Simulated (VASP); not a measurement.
# EuGdS3 (Pm-3m) in VASP: a series of runs

The runs below take EuGdS3 through single point, with PBE.

Program: VASP 6.6.1. These are calculated values, not measurements. Logs are shortened: lines on timing, memory, paths and dates and some standing lists are left out, and cuts for length are marked.

## 1. The cell of the first run

It takes space group Pm-3m (No. 221, cubic). The conventional cell has a = 5.219 Å, b = 5.219 Å, c = 5.219 Å, α = 90.00°, β = 90.00°, γ = 90.00°. Eu (site symmetry m-3m) has 12 S at 3.69 Å and 8 Gd at 4.52 Å within 4.8 Å. Gd (site symmetry m-3m) has 6 S at 2.61 Å within 3.4 Å. S (site symmetry 4/mmm) has 2 Gd at 2.61 Å within 3.4 Å.

## 2. Single point, PBE, collinear spin, ferrimagnetic start

File INCAR:

```
PREC = Accurate ; ENCUT = 520
EDIFF = 1E-6 ; ISMEAR = 0
SIGMA = 0.1 ; LREAL = False
LASPH = True ; NELM = 150
ALGO = Normal ; ISIF = 2
LWAVE = False ; LCHARG = False
ISPIN = 2 ; MAGMOM = 7.52 7.47 -0.15 -0.15 -0.15
LORBIT = 11 ; LMAXMIX = 6
GGA = PE ; NBANDS = 38
```

File KPOINTS:

```
regular mesh
0
Gamma
  8 8 8
```

File POSCAR:

```
EuGdS3
1.0
    5.2186707662      0.0000000000      0.0000000000
    0.0000000000      5.2186707662      0.0000000000
    0.0000000000      0.0000000000      5.2186707662
Eu Gd S
1 1 3
Direct
    0.0000000000      0.0000000000      0.0000000000
    0.5000000000      0.5000000000      0.5000000000
    0.5000000000      0.0000000000      0.5000000000
    0.5000000000      0.5000000000      0.0000000000
    0.0000000000      0.5000000000      0.5000000000
```

Potentials or basis: VASP PAW PBE potentials, release 64 (Eu, Gd, S).

On the command line:

```sh
cat potpaw_PBE.64/Eu/POTCAR potpaw_PBE.64/Gd/POTCAR potpaw_PBE.64/S/POTCAR > POTCAR
mpirun -np 1 vasp_std > vasp.out
```

OUTCAR:

```text
PREC = Accurate
   ENCUT = 520
   EDIFF = 1E-6
   ISMEAR = 0
   LREAL = False
   LASPH = True
   NELM = 150
   ISIF = 2
   ISPIN = 2
   LORBIT = 11
   GGA = PE

 ion  position               nearest neighbor table
   1  0.000  0.000  0.000-
   2  0.500  0.500  0.500-   3 2.61   4 2.61   5 2.61   4 2.61   3 2.61   5 2.61
   3  0.500  0.000  0.500-   2 2.61   2 2.61
   4  0.500  0.500  0.000-   2 2.61   2 2.61
   5  0.000  0.500  0.500-   2 2.61   2 2.61

  LATTYP: Found a simple cubic cell.
 ALAT       =     5.2186707662

  Lattice vectors:

 A1 = (   5.2186707662,   0.0000000000,   0.0000000000)
 A2 = (   0.0000000000,   5.2186707662,   0.0000000000)
 A3 = (   0.0000000000,   0.0000000000,   5.2186707662)

Analysis of symmetry for initial positions (statically):
=====================================================================
 Subroutine PRICEL returns:
 Original cell was already a primitive cell.

 Routine SETGRP: Setting up the symmetry group for a
 simple cubic supercell.

 Subroutine GETGRP returns: Found 48 space group operations
 (whereof 48 operations were pure point group operations)
 out of a pool of 48 trial point group operations.

The static configuration has the point symmetry O_h .

Analysis of symmetry for dynamics (positions and initial velocities):
=====================================================================
 Subroutine PRICEL returns:
 Original cell was already a primitive cell.

 Routine SETGRP: Setting up the symmetry group for a
 simple cubic supercell.

 Subroutine GETGRP returns: Found 48 space group operations
 (whereof 48 operations were pure point group operations)
 out of a pool of 48 trial point group operations.

The dynamic configuration has the point symmetry O_h .

Analysis of structural, dynamic, and magnetic symmetry:
=====================================================================
 Subroutine PRICEL returns:
 Original cell was already a primitive cell.

 Routine SETGRP: Setting up the symmetry group for a
 simple cubic supercell.

 Subroutine GETGRP returns: Found 48 space group operations
 (whereof 48 operations were pure point group operations)
 out of a pool of 48 trial point group operations.

The overall configuration has the point symmetry O_h .

 Subroutine INISYM returns: Found 48 space group operations
 (whereof 48 operations are pure point group operations),
 and found     1 'primitive' translations

----------------------------------------------------------------------------------------

                                     Primitive cell

  volume of cell :     142.1280

  direct lattice vectors                    reciprocal lattice vectors
     5.218670766  0.000000000  0.000000000     0.191619676  0.000000000  0.000000000
     0.000000000  5.218670766  0.000000000     0.000000000  0.191619676  0.000000000
     0.000000000  0.000000000  5.218670766     0.000000000  0.000000000  0.191619676

  length of vectors
     5.218670766  5.218670766  5.218670766     0.191619676  0.191619676  0.191619676

  position of ions in fractional coordinates (direct lattice)
     0.000000000  0.000000000  0.000000000
     0.500000000  0.500000000  0.500000000
     0.500000000  0.000000000  0.500000000
     0.500000000  0.500000000  0.000000000
     0.000000000  0.500000000  0.500000000

  ion indices of the primitive-cell ions
   primitive index   ion index
                 1           1
                 2           2
                 3           3
                 4           4
                 5           5

----------------------------------------------------------------------------------------

 KPOINTS: regular mesh

Automatic generation of k-mesh.
 Grid dimensions read from file:
 generate k-points for:    8    8    8

 Generating k-lattice:

  Cartesian coordinates                     Fractional coordinates (reciprocal lattice)
     0.023952459  0.000000000  0.000000000     0.125000000  0.000000000  0.000000000
     0.000000000  0.023952459  0.000000000     0.000000000  0.125000000  0.000000000
     0.000000000  0.000000000  0.023952459     0.000000000  0.000000000  0.125000000

  Length of vectors
     0.023952459  0.023952459  0.023952459

  Shift w.r.t. Gamma in fractional coordinates (k-lattice)
     0.000000000  0.000000000  0.000000000

 Subroutine IBZKPT returns following result:
 ===========================================

 Found     35 irreducible k-points:

 Following reciprocal coordinates:
            Coordinates               Weight
  0.000000  0.000000  0.000000      1.000000
  0.125000  0.000000  0.000000      6.000000
  0.250000  0.000000  0.000000      6.000000
  0.375000  0.000000  0.000000      6.000000
  0.500000  0.000000  0.000000      3.000000
  0.125000  0.125000  0.000000     12.000000
[... 16 lines left out ...]
  0.375000  0.375000  0.125000     24.000000
  0.500000  0.375000  0.125000     24.000000
 [... further k-points ...]
   k-points           NKPTS =     35   k-points in BZ     NKDIM =     35   number of bands    NBANDS=     38
   number of dos      NEDOS =    301   number of ions     NIONS =      5
   total plane-waves  NPLWV =  64000
   dimension x,y,z NGX =    40 NGY =   40 NGZ =   40
   dimension x,y,z NGXF=    80 NGYF=   80 NGZF=   80
   ions per type =               1   1   3
   NGX,Y,Z   is equivalent  to a cutoff of  12.74, 12.74, 12.74 a.u.
   NGXF,Y,Z  is equivalent  to a cutoff of  25.48, 25.48, 25.48 a.u.
 SYSTEM =  unknown system
   PREC   = accura    normal or accurate (medium, high low for compatibility)
   ISTART =      0    job   : 0-new  1-cont  2-samecut
   ICHARG =      2    charge: 1-file 2-atom 10-const
   ISPIN  =      2    spin polarized calculation?
   LNONCOLLINEAR =      F non collinear calculations
   LSORBIT =      F    spin-orbit coupling
   LASPH  =      T    aspherical Exc in radial PAW
   ENCUT  =  520.0 eV  38.22 Ry    6.18 a.u.   9.70  9.70  9.70*2*pi/ulx,y,z
   NELM   =    150;   NELMIN=  2; NELMDL= -5     # of ELM steps
   EDIFF  = 0.1E-05   stopping-criterion for ELM
   LREAL  =      F    real-space projection
   EDIFFG = 0.1E-04   stopping-criterion for IOM
   NSW    =      0    number of steps for IOM
   IBRION =     -1    ionic relax: 0-MD 1-quasi-New 2-CG
   NFREE  =      0    steps in history (QN), initial steepest desc. (CG)
   ISIF   =      2    stress and relaxation
   ISYM   =      2    0-nonsym 1-usesym 2-fastsym
   POTIM  = 0.5000    time-step for ionic-motion
   TEBEG  =    0.0;   TEEND  =   0.0 temperature during run
   PSTRESS=    0.0 pullay stress
   NELECT =      53.0000    total number of electrons
   NUPDOWN=      -1.0000    fix difference up-down
   EMIN   =  10.00;   EMAX   =-10.00  energy-range for DOS
   EFERMI =   0.00;   METHOD = LEGACY
   ISMEAR =     0;   SIGMA  =   0.10  broadening in eV -4-tet -1-fermi 0-gaus
   EFERMI_NEDOS =   21; number of points for ismear=-14 and -15
   IALGO  =     38    algorithm
   IMIX   =      4    mixing-type and parameters
     AMIX     =   0.40;   BMIX     =  1.00
     AMIX_MAG =   1.60;   BMIX_MAG =  1.00
  volume/ion in A,a.u.               =      28.43       191.83
  Fermi-wavevector in a.u.,A,eV,Ry     =   1.178348  2.226755 18.891743  1.388504
  Thomas-Fermi vector in A             =   2.314678
   LORBIT       =     11    0 simple, 1 ext, 2 COOP (PROOUT), +10 PAW based schemes
   GGA     = PE    functional components
   LHFCALC =     F    Hartree Fock is set to
   AEXX    =    0.0000 exact exchange contribution
   IVDW    =     0    specifies the selected vdW correction
   LEPSILON=     F    determine dielectric tensor
   LRPA    =     F    only Hartree local field effects (RPA)
 spin polarized calculation
 Gauss-broadening in eV      SIGMA  =   0.10
  energy-cutoff  :      520.00
  volume of cell :      142.13
 maximum number of plane-waves:      3887
 NGX is ok and might be reduce to    40
   NGX = 19   NGY = 19   NGZ = 19

 number of electron      53.0000014 magnetization      13.1261992

 Free energy of the ion-electron system (eV)
  ---------------------------------------------------
  ext. energy  EPLUGINS =         0.00000000
  ---------------------------------------------------
  free energy    TOTEN  =       -42.63908419 eV

  energy without entropy =      -42.61228383  energy(sigma->0) =      -42.62568401

 E-fermi :   1.9765     XC(G=0):  -9.0349

 val. band max:        1.9608944145   @ k =   0.1250   0.1250   0.1250
 cond. band min:       1.9789226186   @ k =   0.2500   0.2500   0.1250
 fundamental gap:      0.0180282041
 Fermi energy:         1.9764718460

 spin component 1

 k-point     1 :       0.0000    0.0000    0.0000
  band No.  band energies     occupation
      1     -41.1808      1.00000
      2     -39.6443      1.00000
      3     -18.7366      1.00000
      4     -18.7366      1.00000
      5     -18.7366      1.00000
      6     -18.3152      1.00000
[... 973 lines left out ...]
     37       5.5883      0.00000
     38       5.9847      0.00000

 [... further k-points ...]

 spin component 2

 k-point     1 :       0.0000    0.0000    0.0000
  band No.  band energies     occupation
      1     -38.1099      1.00000
      2     -36.5428      1.00000
      3     -16.6591      1.00000
      4     -16.6591      1.00000
      5     -16.6591      1.00000
      6     -16.0616      1.00000
[... 973 lines left out ...]
     37       6.5960      0.00000
     38       6.8610      0.00000

 [... further k-points ...]

------------------------ aborting loop because EDIFF is reached ----------------------------------------

  FORCE on cell =-STRESS in cart. coord.  units (eV):
  Direction    XX          YY          ZZ          XY          YZ          ZX
  --------------------------------------------------------------------------------------
  -------------------------------------------------------------------------------------
  Total       -0.0663977     -0.0663977     -0.0663977      0.0000000      0.0000000     -0.0000000
  in kB       -0.7484866     -0.7484866     -0.7484866      0.0000000      0.0000000     -0.0000000
  external PRESSURE =      -0.7484866 kB  Pullay stress =       0.0000000 kB

 VOLUME and BASIS-vectors are now :
 -----------------------------------------------------------------------------
  energy-cutoff  :      520.00
  volume of cell :      142.13
      direct lattice vectors                 reciprocal lattice vectors
     5.218670766  0.000000000  0.000000000     0.191619676  0.000000000  0.000000000
     0.000000000  5.218670766  0.000000000     0.000000000  0.191619676  0.000000000
     0.000000000  0.000000000  5.218670766     0.000000000  0.000000000  0.191619676

 POSITION                                       TOTAL-FORCE (eV/Angst)
 -----------------------------------------------------------------------------------
      0.00000      0.00000      0.00000         0.000000      0.000000      0.000000
      2.60934      2.60934      2.60934         0.000000      0.000000      0.000000
      2.60934      0.00000      2.60934         0.000000      0.000000      0.000000
      2.60934      2.60934      0.00000         0.000000      0.000000      0.000000
      0.00000      2.60934      2.60934         0.000000      0.000000      0.000000
 -----------------------------------------------------------------------------------
    total drift:                                0.000000      0.000000     -0.000000

  FREE ENERGIE OF THE ION-ELECTRON SYSTEM (eV)
  ---------------------------------------------------
  free  energy   TOTEN  =       -42.6390841929 eV

  energy  without entropy=      -42.6122838337  energy(sigma->0) =      -42.62568401

 total charge

# of ion       s       p       d       f       tot
--------------------------------------------------
    1        2.008   5.737   0.127   6.689  14.562
    2        2.042   5.658   0.555   7.032  15.287
    3        1.343   2.394   0.000   0.000   3.737
    4        1.343   2.394   0.000   0.000   3.737
    5        1.343   2.394   0.000   0.000   3.737
--------------------------------------------------
tot          8.080  18.575   0.682  13.721  41.059

 magnetization (x)

# of ion       s       p       d       f       tot
--------------------------------------------------
    1       -0.017  -0.123   0.031   6.677   6.569
    2       -0.003  -0.085   0.055   6.741   6.708
    3       -0.005  -0.153   0.000   0.000  -0.158
    4       -0.005  -0.153   0.000   0.000  -0.158
    5       -0.005  -0.153   0.000   0.000  -0.158
--------------------------------------------------
tot         -0.035  -0.665   0.086  13.418  12.804
```

Run time: 27 min. Hardware: 1 thread of Intel Xeon Platinum 8488C (Sapphire Rapids), shared host; peak memory 0.57 GiB.

What came out:

| Property | Result |
| --- | --- |
| Free energy | -42.6391 eV |
| Pressure | -0.1 GPa |
| Net moment | 13.13 μB per cell |
| Site moments | Eu +6.57; Gd +6.71; S -0.16 μB |
| Valence electrons inside the program's atomic spheres | Eu 14.56; Gd 15.29; S 3.74 |

Levels at points of the mesh, in eV from the Fermi level:
Spin up:
| k point | band 31 | band 32 | band 33 | band 34 | band 35 | band 36 |
| --- | --- | --- | --- | --- | --- | --- |
| (0.00, 0.00, 0.00) | -0.04 | 0.43 | 0.43 | 0.43 | 1.83 | 2.07 |
| (0.50, 0.00, 0.00) | -0.20 | -0.20 | 0.18 | 0.18 | 2.78 | 3.11 |
| (0.50, 0.50, 0.00) | -0.21 | -0.21 | -0.21 | 0.22 | 3.23 | 3.42 |
| (0.50, 0.50, 0.50) | -0.28 | 0.43 | 0.43 | 0.43 | 2.31 | 3.07 |
Spin down:
```tsv
k point	band 16	band 17	band 18	band 19	band 20	band 21	band 22	band 23	band 24	band 25
(0.00, 0.00, 0.00)	-0.96	-0.96	-0.24	-0.24	-0.24	2.20	2.57	2.60	2.60	2.60
(0.50, 0.00, 0.00)	-1.71	-1.71	-1.47	-0.38	-0.38	2.53	2.55	2.55	2.67	2.70
(0.50, 0.50, 0.00)	-1.86	-1.52	-1.52	-0.75	0.02	2.50	2.50	2.54	2.54	2.66
(0.50, 0.50, 0.50)	-2.39	-2.39	0.09	0.09	0.09	2.27	2.41	2.41	2.41	2.53
```

Caveat: spin-orbit coupling is left out, which moves the levels of the heavy elements; without U or exact exchange the open f shell lies at the Fermi level, which spoils levels, moments and volumes. With open d or f shells a metallic result of PBE can be an artefact of self-interaction; +U or a hybrid may open a gap.

## 3. Single point, PBE, collinear spin, ferromagnetic start

This run uses another cell than the first one, of 26.22 Å³/atom, 0.922 times its volume.

File INCAR:

```
ALGO     = Normal         # electronic algorithm
EDIFF    = 1E-6           # SCF threshold, eV
ENCUT    = 520            # plane-wave cutoff, eV
GGA      = PE             # functional
ISIF     = 2              # what is computed and relaxed
ISMEAR   = 0              # smearing method
ISPIN    = 2              # spin polarisation
LASPH    = T              # aspherical terms in the spheres
LCHARG   = F              # write CHGCAR
LMAXMIX  = 6              # l up to which the mixer works
LORBIT   = 11             # projections on sites
LREAL    = F              # projectors in reciprocal space
LWAVE    = F              # write WAVECAR
MAGMOM   = 7 7 0 0 0      # initial moments
NBANDS   = 38             # bands
NELM     = 150            # most SCF steps
PREC     = Accurate       # precision mode
SIGMA    = 0.1            # smearing width, eV
```

File KPOINTS:

```
k-points
0
Gamma
  4 4 4
```

POSCAR: that of step 2 with these lines changed.

```diff
@@ -2,5 +2,5 @@
 1.0
-    5.2186707662      0.0000000000      0.0000000000
-    0.0000000000      5.2186707662      0.0000000000
-    0.0000000000      0.0000000000      5.2186707662
+    5.0797907100      0.0000000000      0.0000000000
+    0.0000000000      5.0797907100      0.0000000000
+    0.0000000000      0.0000000000      5.0797907100
 Eu Gd S
```

Potentials or basis: VASP PAW PBE potentials, release 64 (Eu, Gd, S).

On the command line:

```sh
cat potpaw_PBE.64/Eu/POTCAR potpaw_PBE.64/Gd/POTCAR potpaw_PBE.64/S/POTCAR > POTCAR
mpirun -np 1 vasp_std > vasp.out
```

It took 4.2 min on 1 thread of Intel Xeon Platinum 8488C (Sapphire Rapids), shared host; peak memory 0.35 GiB.

It converged, with:

```
Free energy                                           : -42.5420 eV
Pressure                                              : 4.2 GPa
Net moment                                            : 13.21 μB per cell
Site moments                                          : Eu +6.55; Gd +6.65; S -0.13 μB
Valence electrons inside the program's atomic spheres : Eu 14.56; Gd 15.38; S 3.76
```

Levels at points of the mesh, in eV from the Fermi level:
Spin up:
| k point | band 31 | band 32 | band 33 | band 34 | band 35 | band 36 |
| --- | --- | --- | --- | --- | --- | --- |
| (0.00, 0.00, 0.00) | -0.05 | 0.51 | 0.51 | 0.51 | 1.81 | 1.81 |
| (0.50, 0.00, 0.00) | -0.20 | -0.20 | 0.23 | 0.23 | 2.53 | 3.08 |
| (0.50, 0.50, 0.00) | -0.20 | -0.20 | -0.17 | 0.08 | 3.23 | 3.50 |
| (0.50, 0.50, 0.50) | -0.27 | 0.36 | 0.36 | 0.36 | 2.30 | 3.10 |
Spin down:
```tsv
k point	band 16	band 17	band 18	band 19	band 20	band 21	band 22	band 23	band 24	band 25
(0.00, 0.00, 0.00)	-1.16	-1.16	-0.29	-0.29	-0.29	2.31	2.32	2.32	2.32	2.60
(0.50, 0.00, 0.00)	-1.98	-1.98	-1.75	-0.43	-0.43	2.54	2.57	2.57	2.72	2.75
(0.50, 0.50, 0.00)	-2.19	-1.75	-1.75	-0.76	-0.03	2.50	2.50	2.56	2.56	2.69
(0.50, 0.50, 0.50)	-2.77	-2.77	0.05	0.05	0.05	2.23	2.36	2.36	2.36	2.54
```

Caveat: spin-orbit coupling is left out, which moves the levels of the heavy elements; without U or exact exchange the open f shell lies at the Fermi level, which spoils levels, moments and volumes. The state reached can hang on the start; a lower one may exist.
